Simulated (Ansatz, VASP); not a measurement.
**HgTe: VASP beside Ansatz**

```
Hg Te
1.0
     0.00000    3.19127    3.22350
     3.19127    0.00000    3.22350
     3.19127    3.19127    0.00000
Hg Te
1 1
Direct
  0.00000 0.00000 0.00000
  0.75000 0.75000 0.75000
```

Change from the starting cell: equal xx and yy strain of -1 %.

Alike in both runs: task single point; functional PBE; k mesh 11 × 11 × 11; occupations fermi-dirac, width 0.03 eV; no spin polarisation.

|  | VASP | Ansatz |
| --- | --- | --- |
| version | VASP 6.6.1 | Ansatz 0.2.0 |
| potentials or method | VASP PAW PBE potentials, release 64 (Hg, Te), cutoff 520 eV | all-electron LAPW, scalar-relativistic |

|  | VASP | Ansatz | Ansatz less VASP |
| --- | --- | --- | --- |
| pressure (GPa) | 5.3 | 5.2 | -0.08 |
| traceless stress, the component that is largest in VASP (GPa) | -0.08 | -0.07 | 0.000 |

Ansatz ran all-electron here, and VASP with PAW potentials.

Neither program's run includes spin-orbit coupling.
